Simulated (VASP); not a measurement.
# Mg63Si32B (a cell with a defect) in VASP: single point with PBEsol

Aim: the single point of Mg63Si32B (a cell with a defect) with PBEsol.

Everything below comes from runs of VASP 6.6.1. Logs are shortened: lines on timing, memory, paths and dates and some standing lists are left out, and cuts for length are marked.

## Step 1: The cell of the first run

The cell holds a defect, 96 atoms: a = 12.649 Å, b = 12.649 Å, c = 12.649 Å, α = 90.00°, β = 90.00°, γ = 90.00°.

## Step 2: Single point, PBEsol, collinear spin

Input file INCAR:

```
PREC = Accurate
ENCUT = 420
EDIFF = 1E-6
ISMEAR = -1
SIGMA = 0.05
LREAL = Auto
LASPH = True
NELM = 200
ALGO = Normal
ISIF = 2
LWAVE = False
LCHARG = False
ISPIN = 2
MAGMOM = 0 0 0 0 0 0 0 0 0 0 0 0 0 0 0 0 0 0 0 0 0 0 0 0 0 0 0.091 0 0 0 0.091 0 0 0 0 0 0 0 0 0 0.091 0 0.091 0 0 0 0 0 0 0.091 0.091 0 0 0 0 0 0 0 0 0 0 0 0 0.091 0 0 0 0 0 0 0 0.091 0 0 0 0.091 0 0 0 0 0 0 0 0.091 0 0 0 0 0 0 0 0 0 0 0 0.091
LORBIT = 11
GGA = PS
ISYM = -1
NBANDS = 186
GGA_COMPAT = False
KPAR = 1
```

Input file KPOINTS:

```
explicit points
1
Reciprocal
  0.25000000   0.25000000   0.25000000 1
```

Input file POSCAR:

```
Mg63Si32B
1.0
   12.6494980000      0.0000000000      0.0000000000
    0.0000000000     12.6494980000      0.0000000000
    0.0000000000      0.0000000000     12.6494980000
Mg B Si
63 1 32
Direct
    0.3749070000      0.1247670000      0.1246360000
    0.3752050000      0.1256580000      0.6250270000
    0.3752950000      0.6251390000      0.1258270000
    0.8753880000      0.1251300000      0.1249050000
    0.8749590000      0.1248300000      0.6240870000
    0.8750230000      0.6247170000      0.1246540000
    0.8754730000      0.6251690000      0.6249090000
    0.1255070000      0.3752340000      0.1240140000
    0.1290990000      0.3790460000      0.6244780000
    0.1249120000      0.8752800000      0.1258510000
    0.1297020000      0.8714340000      0.6257790000
    0.6255550000      0.3750340000      0.1259440000
    0.6215520000      0.3795920000      0.6254980000
    0.6249920000      0.8751130000      0.1238470000
    0.6208560000      0.8709500000      0.6228610000
    0.1252040000      0.1244380000      0.3748800000
    0.1251930000      0.1260920000      0.8749290000
    0.1290230000      0.6248850000      0.3788160000
    0.1298560000      0.6261050000      0.8713150000
    0.6252080000      0.1260640000      0.3745400000
    0.6251860000      0.1238870000      0.8746200000
    0.6215010000      0.6256910000      0.3793420000
    0.6209290000      0.6230710000      0.8706770000
    0.1249920000      0.1248700000      0.1244780000
    0.1254500000      0.1250460000      0.6247200000
    0.1255770000      0.6250550000      0.1247420000
    0.1224220000      0.6257810000      0.6255850000
    0.6254900000      0.1245390000      0.1245010000
    0.6247250000      0.1250050000      0.6246890000
    0.6248430000      0.6248600000      0.1248940000
    0.6291910000      0.6251040000      0.6248210000
    0.3751010000      0.3788760000      0.3784600000
    0.3760210000      0.3799480000      0.8708690000
    0.3759770000      0.8714850000      0.3794000000
    0.3732520000      0.8710600000      0.8706250000
    0.8743480000      0.3754110000      0.3749160000
    0.8759980000      0.3751760000      0.8749930000
    0.8760730000      0.8752310000      0.3748720000
    0.8739140000      0.8751800000      0.8749180000
    0.3751140000      0.3754650000      0.1245750000
    0.3757800000      0.3727790000      0.6252450000
    0.3750680000      0.8748110000      0.1250460000
    0.3756290000      0.8797490000      0.6252250000
    0.8750020000      0.3749420000      0.1242990000
    0.8748800000      0.3753630000      0.6245830000
    0.8748850000      0.8754930000      0.1245880000
    0.8752070000      0.8746100000      0.6246020000
    0.3750220000      0.1249080000      0.3749710000
    0.3751630000      0.1251830000      0.8742080000
    0.3758930000      0.6255340000      0.3729230000
    0.3753720000      0.6254300000      0.8797670000
    0.8748920000      0.1248760000      0.3745820000
    0.8749340000      0.1248600000      0.8752010000
    0.8749290000      0.6249440000      0.3753730000
    0.8750940000      0.6251970000      0.8747210000
    0.1248540000      0.3747700000      0.3744550000
    0.1268030000      0.3768330000      0.8735680000
    0.1270040000      0.8735950000      0.3770730000
    0.1243640000      0.8756900000      0.8754310000
    0.6233780000      0.3775600000      0.3771970000
    0.6258140000      0.3743420000      0.8755150000
    0.6255390000      0.8757250000      0.3740160000
    0.6223440000      0.8724020000      0.8721400000
    0.3696630000      0.6200990000      0.6188900000
    0.9998000000      0.0001800000      0.9998180000
    0.0018980000      0.9983800000      0.5003690000
    0.0019150000      0.5006490000      0.9980750000
    0.9999030000      0.4999220000      0.4997650000
    0.4990820000      0.9981560000      0.9978110000
    0.5006710000      0.0012280000      0.4992880000
    0.5007140000      0.4994120000      0.0010220000
    0.4840830000      0.5177070000      0.5176150000
    0.2508920000      0.2518050000      0.9979730000
    0.2499650000      0.2497270000      0.4997020000
    0.2495160000      0.7506400000      0.0011340000
    0.2684310000      0.7336000000      0.5181140000
    0.7501860000      0.2495450000      0.9999130000
    0.7486310000      0.2515940000      0.5002420000
    0.7479800000      0.7491980000      0.9979300000
    0.7508520000      0.7506080000      0.4993820000
    0.2504810000      0.9984090000      0.2515930000
    0.2496220000      0.0011460000      0.7504880000
    0.2499080000      0.4999850000      0.2496960000
    0.2687240000      0.5188770000      0.7329650000
    0.7502960000      0.0001570000      0.2493670000
    0.7482270000      0.9981880000      0.7487460000
    0.7487060000      0.5005540000      0.2513640000
    0.7512300000      0.4995560000      0.7502120000
    0.0000330000      0.2501160000      0.2496540000
    0.0016370000      0.2517240000      0.7490830000
    0.0015770000      0.7492870000      0.2514330000
    0.9993190000      0.7506870000      0.7506040000
    0.4994590000      0.2515920000      0.2512910000
    0.5008980000      0.2495600000      0.7505390000
    0.5006670000      0.7507020000      0.2494300000
    0.4816060000      0.7315070000      0.7312940000
```

Potentials or basis: VASP PAW PBE potentials, release 64 (Mg, B, Si).

On the command line:

```
$ cat potpaw_PBE.64/Mg/POTCAR potpaw_PBE.64/B/POTCAR potpaw_PBE.64/Si/POTCAR > POTCAR
$ mpirun -np 4 vasp_std > vasp.out
```

OUTCAR:

```text
PREC = Accurate
   ENCUT = 420
   EDIFF = 1E-6
   ISMEAR = -1
   LREAL = Auto
   LASPH = True
   NELM = 200
   ISIF = 2
   ISPIN = 2
   LORBIT = 11
   GGA = PS
   ISYM = -1

 ion  position               nearest neighbor table
   1  0.375  0.125  0.125-  69 2.76  73 2.76  81 2.76  93 2.76  24 3.16  42 3.16  48 3.17  49 3.17
                            28 3.17  40 3.17
   2  0.375  0.126  0.625-  74 2.74  94 2.74  82 2.74  70 2.74  43 3.11  41 3.13  49 3.15  29 3.16
                            25 3.16  48 3.16
   3  0.375  0.625  0.126-  83 2.73  95 2.74  71 2.75  75 2.75  51 3.11  50 3.13  30 3.16  42 3.16
                            40 3.16  26 3.16
   4  0.875  0.125  0.125-  89 2.73  65 2.73  85 2.74  77 2.74  24 3.16  46 3.16  52 3.16  53 3.16
                            44 3.16  28 3.16
   5  0.875  0.125  0.624-  78 2.75  66 2.75  86 2.76  90 2.76  52 3.16  47 3.17  29 3.17  25 3.17
                            45 3.17  53 3.18
   6  0.875  0.625  0.125-  87 2.75  67 2.76  91 2.76  79 2.76  44 3.16  55 3.16  30 3.16  26 3.17
                            54 3.17  46 3.17
   7  0.875  0.625  0.625-  68 2.74  92 2.74  88 2.74  80 2.74  31 3.12  27 3.12  47 3.16  54 3.16
                            45 3.16  55 3.16
   8  0.126  0.375  0.124-  83 2.74  73 2.74  67 2.74  89 2.75  40 3.16  26 3.16  24 3.17  56 3.17
                            57 3.17  44 3.17
   9  0.129  0.379  0.624-  68 2.74  74 2.74  90 2.77  84 2.85  41 3.12  27 3.12  57 3.15  56 3.16
[... 94 lines left out ...]
                             8 3.17  36 3.17
  57  0.127  0.377  0.874-  67 2.73  73 2.73  90 2.74  84 3.10   9 3.15  33 3.15  19 3.15   8 3.17
                            17 3.17  37 3.17
  58  0.127  0.874  0.377-  66 2.73  81 2.73  91 2.74  76 3.09  18 3.15  11 3.15  34 3.15  16 3.17
                            38 3.17  10 3.18
  59  0.124  0.876  0.875-  65 2.73  92 2.74  82 2.74  75 2.75  35 3.15  19 3.16  11 3.16  17 3.17
                            10 3.17  39 3.17
  60  0.623  0.378  0.377-  87 2.73  78 2.73  93 2.74  72 3.07  22 3.14  32 3.14  13 3.14  36 3.17
                            12 3.18  20 3.18
  61  0.626  0.374  0.876-  77 2.73  94 2.74  71 2.74  88 2.75  23 3.15  33 3.16  13 3.16  37 3.16
                            12 3.17  21 3.17
  62  0.626  0.876  0.374-  85 2.73  95 2.73  70 2.74  80 2.74  15 3.15  34 3.16  22 3.16  14 3.16
                            20 3.17  38 3.17
  63  0.622  0.872  0.872-  79 2.74  69 2.74  86 2.74  96 3.09  35 3.15  15 3.15  23 3.15  21 3.18
                            39 3.18  14 3.18
  64  0.370  0.620  0.619-  76 2.31  84 2.31  72 2.33  96 2.45
  65  1.000  0.000  1.000-  59 2.73  53 2.73  46 2.73   4 2.73  24 2.74  39 2.74  10 2.75  17 2.75

  66  0.002  0.998  0.500-  58 2.73  38 2.73  25 2.74  47 2.74  16 2.74   5 2.75  52 2.77  11 2.78

  67  0.002  0.501  0.998-  57 2.73  37 2.73  55 2.74  26 2.74   8 2.74   6 2.76  44 2.77  19 2.78
[... 55 lines left out ...]
  95  0.501  0.751  0.249-  50 2.73  42 2.73  14 2.73  62 2.73   3 2.74  30 2.74  34 2.74  22 2.75

  96  0.482  0.732  0.731-  64 2.45  31 2.67  43 2.67  51 2.67  15 2.85  23 2.85  35 2.85  63 3.09

IMPORTANT INFORMATION: All symmetrisations will be switched off!
NOSYMM: (Re-)initialisation of all symmetry stuff for point group C_1.

----------------------------------------------------------------------------------------

                                     Primitive cell

  volume of cell :    2024.0436

  direct lattice vectors                    reciprocal lattice vectors
    12.649498000  0.000000000  0.000000000     0.079054521  0.000000000  0.000000000
     0.000000000 12.649498000  0.000000000     0.000000000  0.079054521  0.000000000
     0.000000000  0.000000000 12.649498000     0.000000000  0.000000000  0.079054521

  length of vectors
    12.649498000 12.649498000 12.649498000     0.079054521  0.079054521  0.079054521

  position of ions in fractional coordinates (direct lattice)
[... 252 lines left out ...]
   LEPSILON=     F    determine dielectric tensor
   LRPA    =     F    only Hartree local field effects (RPA)
 spin polarized calculation
  energy-cutoff  :      420.00
  volume of cell :     2024.04
 maximum number of plane-waves:     39588
 NGX is ok and might be reduce to    84
   NGX = 43   NGY = 43   NGZ = 43

 number of electron     256.9999993 magnetization       0.0140952

 Free energy of the ion-electron system (eV)
  ---------------------------------------------------
  ext. energy  EPLUGINS =         0.00000000
  ---------------------------------------------------
  free energy    TOTEN  =      -311.10282060 eV

  energy without entropy =     -311.02350115  energy(sigma->0) =     -311.06316088

 E-fermi :   3.7387     XC(G=0):  -8.9121

 val. band max:        3.7386207850   @ k =   0.2500   0.2500   0.2500
 cond. band min:       3.7395143241   @ k =   0.2500   0.2500   0.2500
 fundamental gap:      0.0008935392
 Fermi energy:         3.7386601752

 spin component 1

 k-point     1 :       0.2500    0.2500    0.2500
  band No.  band energies     occupation
      1      -5.7559      1.00000
      2      -5.3093      1.00000
      3      -5.0459      1.00000
      4      -5.0450      1.00000
      5      -4.8781      1.00000
      6      -4.7153      1.00000
[... 132 lines left out ...]
    139       4.8958      0.00000
    140       4.8972      0.00000
 Fermi energy:         3.7386601752

 spin component 2

 k-point     1 :       0.2500    0.2500    0.2500
  band No.  band energies     occupation
      1      -5.7553      1.00000
      2      -5.3092      1.00000
      3      -5.0457      1.00000
      4      -5.0448      1.00000
      5      -4.8780      1.00000
      6      -4.7152      1.00000
[... 132 lines left out ...]
    139       4.8960      0.00000
    140       4.8974      0.00000
 [bands above 140 left out]

------------------------ aborting loop because EDIFF is reached ----------------------------------------

  FORCE on cell =-STRESS in cart. coord.  units (eV):
  Direction    XX          YY          ZZ          XY          YZ          ZX
  --------------------------------------------------------------------------------------
  -------------------------------------------------------------------------------------
  Total       -6.3297197     -6.3147753     -6.3265685     -6.6156066     -6.5467365     -6.5791442
  in kB       -5.0104322     -4.9986026     -5.0079378     -5.2367324     -5.1822167     -5.2078697
  external PRESSURE =      -5.0056575 kB  Pullay stress =       0.0000000 kB

 VOLUME and BASIS-vectors are now :
 -----------------------------------------------------------------------------
  energy-cutoff  :      420.00
  volume of cell :     2024.04
      direct lattice vectors                 reciprocal lattice vectors
    12.649498000  0.000000000  0.000000000     0.079054521  0.000000000  0.000000000
     0.000000000 12.649498000  0.000000000     0.000000000  0.079054521  0.000000000
     0.000000000  0.000000000 12.649498000     0.000000000  0.000000000  0.079054521

 POSITION                                       TOTAL-FORCE (eV/Angst)
 -----------------------------------------------------------------------------------
      4.74239      1.57824      1.57658        -0.021312      0.006168     -0.005018
      4.74615      1.58951      7.90628        -0.002648      0.004410     -0.009222
      4.74729      7.90769      1.59165        -0.005877      0.000863     -0.011349
     11.07322      1.58283      1.57999        -0.010741      0.001704     -0.004320
     11.06779      1.57904      7.89439        -0.003058      0.000095      0.011130
     11.06860      7.90236      1.57681        -0.005299     -0.007117     -0.000188
[... 88 lines left out ...]
      6.33319      9.49600      3.15516         0.006449     -0.003191     -0.006586
      6.09207      9.25320      9.25050         0.005065      0.013111      0.020291
 -----------------------------------------------------------------------------------
    total drift:                               -0.013764      0.017103      0.015449

  FREE ENERGIE OF THE ION-ELECTRON SYSTEM (eV)
  ---------------------------------------------------
  free  energy   TOTEN  =      -311.1028206002 eV

  energy  without entropy=     -311.0235011519  energy(sigma->0) =     -311.06316088

 total charge

# of ion       s       p       d       tot
------------------------------------------
    1        0.183   0.139   0.023   0.346
    2        0.183   0.145   0.025   0.353
    3        0.183   0.145   0.025   0.353
    4        0.183   0.145   0.025   0.352
    5        0.183   0.139   0.023   0.346
    6        0.183   0.139   0.023   0.346
[... 88 lines left out ...]
   95        0.759   0.952   0.000   1.711
   96        0.766   0.896   0.000   1.662
--------------------------------------------------
tot         36.470  39.975   1.519  77.965

 magnetization (x)

# of ion       s       p       d       tot
------------------------------------------
    1        0.000   0.000   0.000   0.000
    2        0.000   0.000   0.000   0.000
    3        0.000   0.000   0.000   0.000
    4        0.000  -0.000  -0.000   0.000
    5        0.000   0.000   0.000   0.000
    6        0.000   0.000   0.000   0.000
[... 88 lines left out ...]
   95        0.000  -0.000   0.000  -0.000
   96        0.000   0.000   0.000   0.000
--------------------------------------------------
tot          0.001  -0.000   0.000   0.001
```

It took 6.3 min on 4 MPI ranks of AMD EPYC 7R13 (Zen 3), shared host; peak memory 0.69 GiB.

Results:

```yaml
Free_energy: -311.1028 eV
Pressure: -0.5 GPa
Largest_force: 0.028 eV/Å
Net_moment: 0.01 μB per cell
Valence_electrons_inside_the_program's_atomic_spheres: Mg 0.35, 0.34, 0.36 (each value once); B 1.48; Si 1.71, 1.70, 1.67, 1.66 (each value once)
```

Forces on the atoms (eV/Å):
```
Mg  -0.021  0.006 -0.005
Mg  -0.003  0.004 -0.009
Mg  -0.006  0.001 -0.011
Mg  -0.011  0.002 -0.004
Mg  -0.003  0.000  0.011
Mg  -0.005 -0.007  0.000
Mg  -0.002 -0.001  0.002
Mg   0.000  0.002  0.004
Mg   0.008  0.008  0.018
Mg   0.014  0.003 -0.003
Mg   0.015 -0.008 -0.006
Mg   0.000 -0.003 -0.008
Mg   0.000  0.002  0.003
Mg   0.010 -0.002 -0.009
Mg   0.007 -0.002  0.010
Mg   0.007  0.001  0.004
Mg   0.005 -0.006  0.005
Mg   0.005  0.004  0.006
Mg   0.010 -0.019 -0.018
Mg   0.014 -0.001  0.014
Mg   0.008 -0.001  0.012
Mg   0.001  0.002  0.004
Mg   0.000  0.003 -0.004
Mg   0.008  0.002 -0.001
Mg   0.006 -0.005 -0.003
Mg  -0.001 -0.010  0.002
Mg   0.002 -0.004 -0.007
Mg   0.010  0.010 -0.008
Mg   0.012  0.010 -0.007
Mg   0.003  0.002  0.003
Mg   0.016  0.005  0.012
Mg  -0.010 -0.002  0.010
Mg  -0.016  0.009 -0.004
Mg  -0.020 -0.009  0.017
Mg  -0.006 -0.012  0.009
Mg   0.002 -0.008  0.001
Mg  -0.008  0.000 -0.001
Mg  -0.015  0.001  0.002
Mg  -0.006  0.004 -0.002
Mg  -0.010 -0.002  0.001
Mg  -0.008 -0.010  0.004
Mg  -0.014 -0.001 -0.004
Mg  -0.022 -0.005 -0.013
Mg  -0.002 -0.001  0.006
Mg   0.003  0.003 -0.002
Mg  -0.008  0.002 -0.006
Mg  -0.007  0.007  0.004
Mg  -0.012  0.002  0.013
Mg  -0.008  0.006  0.016
Mg  -0.013  0.002 -0.015
Mg  -0.005 -0.003 -0.005
Mg  -0.003  0.000 -0.001
Mg  -0.007 -0.002 -0.003
Mg  -0.004 -0.002 -0.003
Mg  -0.003 -0.014 -0.008
Mg  -0.002 -0.004  0.001
Mg   0.016  0.010 -0.012
Mg   0.012 -0.001 -0.010
Mg   0.004  0.000  0.004
Mg   0.014 -0.015 -0.010
Mg   0.004 -0.001 -0.002
Mg   0.014 -0.001  0.006
Mg   0.002 -0.005 -0.010
B   -0.002 -0.016  0.016
Si   0.006 -0.004  0.004
Si  -0.005  0.000 -0.001
Si  -0.004  0.005  0.006
Si  -0.003  0.008  0.000
Si   0.005 -0.002  0.006
Si  -0.008 -0.004 -0.001
Si  -0.004  0.016 -0.007
Si  -0.012  0.009 -0.002
Si  -0.007 -0.002  0.007
Si   0.009  0.009 -0.004
Si   0.014  0.004 -0.007
Si  -0.006  0.007  0.009
Si   0.003  0.009 -0.002
Si  -0.016  0.008 -0.005
Si   0.011 -0.005  0.007
Si   0.013 -0.005 -0.006
Si   0.008  0.000 -0.008
Si   0.001 -0.002 -0.016
Si   0.017  0.000 -0.001
Si   0.004 -0.003 -0.003
Si  -0.006 -0.005  0.010
Si   0.004 -0.002  0.000
Si  -0.010  0.005  0.006
Si  -0.012  0.007  0.007
Si   0.005 -0.003  0.000
Si  -0.001 -0.008 -0.001
Si   0.003  0.009  0.004
Si   0.006  0.009 -0.002
Si   0.006  0.001 -0.001
Si  -0.006 -0.001 -0.013
Si   0.006 -0.003 -0.007
Si   0.005  0.013  0.020
```

Levels at points of the mesh, in eV from the Fermi level:
Spin up:
| k point | band 126 | band 127 | band 128 | band 129 | band 130 | band 131 | band 132 | band 133 |
| --- | --- | --- | --- | --- | --- | --- | --- | --- |
| (0.25, 0.25, 0.25) | -0.53 | -0.29 | -0.29 | 0.00 | 0.27 | 0.27 | 0.51 | 0.85 |
Spin down:
| k point | band 126 | band 127 | band 128 | band 129 | band 130 | band 131 |
| --- | --- | --- | --- | --- | --- | --- |
| (0.25, 0.25, 0.25) | -0.53 | -0.29 | -0.28 | 0.00 | 0.27 | 0.27 |

Caveat: the PAW data sets were made with another functional, which shifts forces and pressure a little.
